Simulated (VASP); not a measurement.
# BaTiO3 (Amm2) in VASP: relaxation of cell and atoms with LDA

Aim: the relaxation of cell and atoms of BaTiO3 with LDA.

Everything below comes from runs of VASP 6.6.1. Logs are shortened: lines on timing, memory, paths and dates and some standing lists are left out, and cuts for length are marked.

### Step 1. The cell of the first run

It takes space group Amm2 (No. 38, orthorhombic). Conventional cell: a = 3.972 Å, b = 5.781 Å, c = 5.832 Å, α = 90.00°, β = 90.00°, γ = 90.00°. Ba (site symmetry mm2) has 12 O at 2.77 to 3.06 Å and 8 Ti at 3.45 to 3.61 Å within 3.7 Å. Ti (site symmetry mm2) has 6 O at 1.85 to 2.27 Å within 2.4 Å. Within 2.7 Å of O (site symmetry mm2) lie 2 Ti at 2.00 Å. Within 2.4 Å of O (site symmetry m) lie 2 Ti at 1.85 to 2.27 Å.

### Step 2. Relaxation of cell and atoms, LDA

INCAR

```
SYSTEM = BaTiO3
PREC = Accurate ; ENCUT = 600
EDIFF = 1E-6 ; ISMEAR = 0
SIGMA = 0.02 ; LREAL = .FALSE.
LASPH = .TRUE. ; NELM = 100
ALGO = Normal ; ISIF = 3
LWAVE = .FALSE. ; LCHARG = .FALSE.
IBRION = 2 ; NSW = 70
EDIFFG = -0.005
```

KPOINTS

```
regular mesh
0
G
  8 8 8
  0 0 0
```

POSCAR

```
BaTiO3
1.0
    3.9723905716      0.0000000000      0.0000000000
    0.0000000000      2.8905577598      2.9158992941
    0.0000000000     -2.8905577598      2.9158992941
Ba Ti O
1 1 3
Direct
    0.0000000000      0.0115969521      0.0115969521
    0.5000000000      0.5278060064      0.5278060064
    0.0000000000      0.4872863765      0.4872863765
    0.5000000000      0.4931620084      0.9763686566
    0.5000000000      0.9763686566      0.4931620084
```

Potentials or basis: VASP PAW LDA potentials, release 64 (Ba_sv, Ti_sv, O).

On the command line:

```console
$ cat potpaw_LDA.64/Ba_sv/POTCAR potpaw_LDA.64/Ti_sv/POTCAR potpaw_LDA.64/O/POTCAR > POTCAR
$ mpirun -np 1 vasp_std > vasp.out
```

OUTCAR:

```text
SYSTEM = BaTiO3
   PREC = Accurate
   ENCUT = 600
   EDIFF = 1E-6
   ISMEAR = 0
   LREAL = .FALSE.
   LASPH = .TRUE.
   NELM = 100
   ISIF = 3
   IBRION = 2
   NSW = 70
   EDIFFG = -0.005

 ion  position               nearest neighbor table
   1  0.000  0.012  0.012-   3 2.77   4 2.81   5 2.81   4 2.81   5 2.81   3 2.89   3 2.89   5 2.92
                             4 2.92   5 2.92   4 2.92   3 3.06   2 3.45   2 3.45   2 3.51   2 3.51
   2  0.500  0.528  0.528-   4 1.85   5 1.85   3 2.00   3 2.00   5 2.27   4 2.27   1 3.45   1 3.45
                             1 3.51   1 3.51   1 3.51   1 3.51   1 3.61   1 3.61
   3  0.000  0.487  0.487-   2 2.00   2 2.00   1 2.77   1 2.89   1 2.89   1 3.06
   4  0.500  0.493  0.976-   2 1.85   2 2.27   1 2.81   1 2.81   1 2.92   1 2.92
   5  0.500  0.976  0.493-   2 1.85   2 2.27   1 2.81   1 2.81   1 2.92   1 2.92

  LATTYP: Found a base centered orthorhombic cell.
 ALAT       =     5.7811155196
 B/A-ratio  =     1.0087670050
 C/A-ratio  =     0.6871321907

  Lattice vectors:

 A1 = (   0.0000000000,   2.8905577598,  -2.9158992941)
 A2 = (   0.0000000000,   2.8905577598,   2.9158992941)
 A3 = (   3.9723905716,   0.0000000000,   0.0000000000)

Analysis of symmetry for initial positions (statically):
=====================================================================
 Subroutine PRICEL returns:
 Original cell was already a primitive cell.

 Routine SETGRP: Setting up the symmetry group for a
 base centered orthorhombic supercell.

 Subroutine GETGRP returns: Found  4 space group operations
 (whereof  4 operations were pure point group operations)
 out of a pool of  8 trial point group operations.

The static configuration has the point symmetry C_2v.

Analysis of symmetry for dynamics (positions and initial velocities):
=====================================================================
 Subroutine PRICEL returns:
 Original cell was already a primitive cell.

 Routine SETGRP: Setting up the symmetry group for a
 base centered orthorhombic supercell.

 Subroutine GETGRP returns: Found  4 space group operations
 (whereof  4 operations were pure point group operations)
 out of a pool of  8 trial point group operations.

The dynamic configuration has the point symmetry C_2v.

 Subroutine INISYM returns: Found  4 space group operations
 (whereof  4 operations are pure point group operations),
 and found     1 'primitive' translations

----------------------------------------------------------------------------------------

                                     Primitive cell

  volume of cell :      66.9632

  direct lattice vectors                    reciprocal lattice vectors
     3.972390572  0.000000000  0.000000000     0.251737583  0.000000000  0.000000000
     0.000000000  2.890557760  2.915899294     0.000000000  0.172976997  0.171473686
     0.000000000 -2.890557760  2.915899294     0.000000000 -0.172976997  0.171473686

  length of vectors
     3.972390572  4.105824260  4.105824260     0.251737583  0.243565733  0.243565733

  position of ions in fractional coordinates (direct lattice)
     0.000000000  0.011596952  0.011596952
     0.500000000  0.527806006  0.527806006
     0.000000000  0.487286377  0.487286377
     0.500000000  0.493162008  0.976368657
     0.500000000  0.976368657  0.493162008

  ion indices of the primitive-cell ions
   primitive index   ion index
                 1           1
                 2           2
                 3           3
                 4           4
                 5           5

----------------------------------------------------------------------------------------

 KPOINTS: regular mesh

Automatic generation of k-mesh.
 Grid dimensions read from file:
 generate k-points for:    8    8    8

 Generating k-lattice:

  Cartesian coordinates                     Fractional coordinates (reciprocal lattice)
     0.031467198  0.000000000  0.000000000     0.125000000  0.000000000  0.000000000
     0.000000000  0.021622125  0.021434211     0.000000000  0.125000000  0.000000000
     0.000000000 -0.021622125  0.021434211     0.000000000  0.000000000  0.125000000

  Length of vectors
     0.031467198  0.030445717  0.030445717

  Shift w.r.t. Gamma in fractional coordinates (k-lattice)
     0.000000000  0.000000000  0.000000000

 Subroutine IBZKPT returns following result:
 ===========================================

 Found    105 irreducible k-points:

 Following reciprocal coordinates:
            Coordinates               Weight
  0.000000  0.000000  0.000000      1.000000
  0.125000  0.000000  0.000000      2.000000
  0.250000  0.000000  0.000000      2.000000
  0.375000  0.000000  0.000000      2.000000
  0.500000  0.000000  0.000000      1.000000
  0.000000  0.125000  0.000000      4.000000
[... 16 lines left out ...]
  0.250000  0.500000  0.000000      4.000000
  0.375000  0.500000  0.000000      4.000000
 [... further k-points ...]
   k-points           NKPTS =    105   k-points in BZ     NKDIM =    105   number of bands    NBANDS=     24
   number of dos      NEDOS =    301   number of ions     NIONS =      5
   total plane-waves  NPLWV =  41472
   dimension x,y,z NGX =    32 NGY =   36 NGZ =   36
   dimension x,y,z NGXF=    64 NGYF=   72 NGZF=   72
   ions per type =               1   1   3
   NGX,Y,Z   is equivalent  to a cutoff of  13.39, 14.58, 14.58 a.u.
   NGXF,Y,Z  is equivalent  to a cutoff of  26.78, 29.15, 29.15 a.u.
 SYSTEM =  BaTiO3
   PREC   = accura    normal or accurate (medium, high low for compatibility)
   ISTART =      0    job   : 0-new  1-cont  2-samecut
   ICHARG =      2    charge: 1-file 2-atom 10-const
   ISPIN  =      1    spin polarized calculation?
   LNONCOLLINEAR =      F non collinear calculations
   LSORBIT =      F    spin-orbit coupling
   LASPH  =      T    aspherical Exc in radial PAW
   ENCUT  =  600.0 eV  44.10 Ry    6.64 a.u.   7.93  8.20  8.20*2*pi/ulx,y,z
   NELM   =    100;   NELMIN=  2; NELMDL= -5     # of ELM steps
   EDIFF  = 0.1E-05   stopping-criterion for ELM
   LREAL  =      F    real-space projection
   EDIFFG = -.5E-02   stopping-criterion for IOM
   NSW    =     70    number of steps for IOM
   IBRION =      2    ionic relax: 0-MD 1-quasi-New 2-CG
   NFREE  =      1    steps in history (QN), initial steepest desc. (CG)
   ISIF   =      3    stress and relaxation
   ISYM   =      2    0-nonsym 1-usesym 2-fastsym
   POTIM  = 0.5000    time-step for ionic-motion
   TEBEG  =    0.0;   TEEND  =   0.0 temperature during run
   PSTRESS=    0.0 pullay stress
   NELECT =      40.0000    total number of electrons
   NUPDOWN=      -1.0000    fix difference up-down
   EMIN   =  10.00;   EMAX   =-10.00  energy-range for DOS
   EFERMI =   0.00;   METHOD = LEGACY
   ISMEAR =     0;   SIGMA  =   0.02  broadening in eV -4-tet -1-fermi 0-gaus
   EFERMI_NEDOS =   21; number of points for ismear=-14 and -15
   IALGO  =     38    algorithm
   IMIX   =      4    mixing-type and parameters
     AMIX     =   0.40;   BMIX     =  1.00
     AMIX_MAG =   1.60;   BMIX_MAG =  1.00
  volume/ion in A,a.u.               =      13.39        90.38
  Fermi-wavevector in a.u.,A,eV,Ry     =   1.378741  2.605443 25.863691  1.900928
  Thomas-Fermi vector in A             =   2.503775
   LORBIT       =      0    0 simple, 1 ext, 2 COOP (PROOUT), +10 PAW based schemes
   GGA     = CA    functional components
   LHFCALC =     F    Hartree Fock is set to
   AEXX    =    0.0000 exact exchange contribution
   IVDW    =     0    specifies the selected vdW correction
   LEPSILON=     F    determine dielectric tensor
   LRPA    =     F    only Hartree local field effects (RPA)
 conjugate gradient relaxation of ions
 non-spin polarized calculation
 Gauss-broadening in eV      SIGMA  =   0.02
  energy-cutoff  :      600.00
  volume of cell :       66.96
 maximum number of plane-waves:      2258
 NGX is ok and might be reduce to    32
   NGX = 15   NGY = 17   NGZ = 17

--------------------------------------- Ionic step        1  -------------------------------------------

 number of electron      39.9999995 magnetization

 Free energy of the ion-electron system (eV)
  ---------------------------------------------------
  ext. energy  EPLUGINS =         0.00000000
  ---------------------------------------------------
  free energy    TOTEN  =       -44.04356600 eV

  energy without entropy =      -44.04356600  energy(sigma->0) =      -44.04356600

------------------------ aborting loop because EDIFF is reached ----------------------------------------

  FORCE on cell =-STRESS in cart. coord.  units (eV):
  Direction    XX          YY          ZZ          XY          YZ          ZX
  --------------------------------------------------------------------------------------
  -------------------------------------------------------------------------------------
  Total       -3.6989763     -3.5912477     -3.5440451      0.0000000      0.0000000      0.0000000
  in kB      -88.5025973    -85.9250578    -84.7956760      0.0000000      0.0000000      0.0000000
  external PRESSURE =     -86.4077770 kB  Pullay stress =       0.0000000 kB
[... 98 lines left out ...]
  FREE ENERGIE OF THE ION-ELECTRON SYSTEM (eV)
  ---------------------------------------------------
  free  energy   TOTEN  =       -44.1383775178 eV

  energy  without entropy=      -44.1383775178  energy(sigma->0) =      -44.13837752

[... ionic steps 4 to 12 ...]

--------------------------------------- Ionic step       13  -------------------------------------------

 number of electron      39.9999990 magnetization

------------------------ aborting loop because EDIFF is reached ----------------------------------------

  FORCE on cell =-STRESS in cart. coord.  units (eV):
  Direction    XX          YY          ZZ          XY          YZ          ZX
  --------------------------------------------------------------------------------------
  -------------------------------------------------------------------------------------
  Total        0.0187359     -0.0175168     -0.0143670      0.0000000      0.0000000      0.0000000
  in kB        0.4835415     -0.4520797     -0.3707878      0.0000000      0.0000000      0.0000000
  external PRESSURE =      -0.1131087 kB  Pullay stress =       0.0000000 kB
[... 63 lines left out ...]
  energy  without entropy=      -44.1831220218  energy(sigma->0) =      -44.18312202

--------------------------------------- Ionic step       15  -------------------------------------------

 number of electron      39.9999990 magnetization

 Free energy of the ion-electron system (eV)
  ---------------------------------------------------
  ext. energy  EPLUGINS =         0.00000000
  ---------------------------------------------------
  free energy    TOTEN  =       -44.18313984 eV

  energy without entropy =      -44.18313984  energy(sigma->0) =      -44.18313984

 E-fermi :   3.9725     XC(G=0): -11.8979

 val. band max:        3.7766822891   @ k =   0.5000   0.5000   0.5000
 cond. band min:       5.7120749990   @ k =   0.0000   0.0000   0.0000
 fundamental gap:      1.9353927098
 Fermi energy:         3.9725354147

 k-point     1 :       0.0000    0.0000    0.0000
  band No.  band energies     occupation
      1     -51.8441      2.00000
      2     -28.5097      2.00000
      3     -28.5044      2.00000
      4     -28.4808      2.00000
      5     -20.8278      2.00000
      6     -12.8699      2.00000
[... 637 lines left out ...]
     23       7.8194      0.00000
     24       8.8930      0.00000

 [... further k-points ...]
[... 5 lines left out ...]
  --------------------------------------------------------------------------------------
  -------------------------------------------------------------------------------------
  Total       -0.0188209     -0.0050403     -0.0080888      0.0000000      0.0000000      0.0000000
  in kB       -0.4858266     -0.1301069     -0.2087976      0.0000000      0.0000000      0.0000000
  external PRESSURE =      -0.2749103 kB  Pullay stress =       0.0000000 kB
[... 20 lines left out ...]
  FREE ENERGIE OF THE ION-ELECTRON SYSTEM (eV)
  ---------------------------------------------------
  free  energy   TOTEN  =       -44.1831398390 eV

  energy  without entropy=      -44.1831398390  energy(sigma->0) =      -44.18313984

 reached required accuracy - stopping structural energy minimisation
```

Run time: 19 min. Hardware: 1 thread of Intel Xeon Platinum 8488C (Sapphire Rapids), shared host; peak memory 0.34 GiB.

Results:

| Quantity | Value |
| --- | --- |
| Free energy | -44.1831 eV |
| Relaxed volume | 12.41 Å³/atom |
| Relaxed cell | a = 3.939 Å, b = 3.970 Å, c = 3.970 Å, α = 89.90°, β = 90.00°, γ = 90.00° |
| Space group after relaxing (to 0.05 Å) | Amm2 (No. 38) |
| Energy gained by relaxing | 27.9 meV/atom |
| Ionic steps | 15 |
| Pressure after relaxing | 0.0 GPa |
| Largest force after relaxing | 0.004 eV/Å |
| Band gap on the k mesh | 1.94 eV, indirect (least direct gap 2.17 eV) |

Forces on the atoms (eV/Å):
```
Ba   0.000  0.000  0.004
Ti   0.000  0.000 -0.002
O    0.000  0.000  0.001
O    0.000  0.002 -0.001
O    0.000 -0.002 -0.001
```

Step by step:
```
step  energy change (eV)  largest force (eV/Å)  pressure (GPa)  volume (Å³)
   1              0.0000                0.1222           -8.64        66.96
   2              0.0256                1.4828           11.42        60.20
   3             -0.0948                0.6230           -0.29        63.65
   4             -0.1191                0.1692            0.07        62.84
   5             -0.1210                0.1742            0.40        62.51
   6             -0.1319                0.1425           -0.28        62.50
   7             -0.1351                0.1805           -0.82        62.48
   8             -0.1366                0.1010            1.05        61.80
   9             -0.1372                0.1293            0.39        62.04
  10             -0.1392                0.0470            0.12        62.08
  11             -0.1394                0.0246           -0.02        62.09
  12             -0.1394                0.0243           -0.02        62.09
  13             -0.1395                0.0154           -0.01        62.08
  14             -0.1396                0.0103            0.01        62.06
  15             -0.1396                0.0043           -0.03        62.07
```

Final structure:
```
Ba Ti O
1.0
     3.93879    0.00000    0.00000
     0.00000    2.80455    2.80941
     0.00000   -2.80455    2.80941
Ba Ti O
1 1 3
Cartesian
  0.0000 0.0000 0.0238
  1.9694 0.0000 2.8928
  0.0000 0.0000 2.7740
  1.9694 -1.3853 4.1676
  1.9694 1.3853 4.1676
```

Caveat: spin-orbit coupling is left out, which moves the levels of the heavy elements.
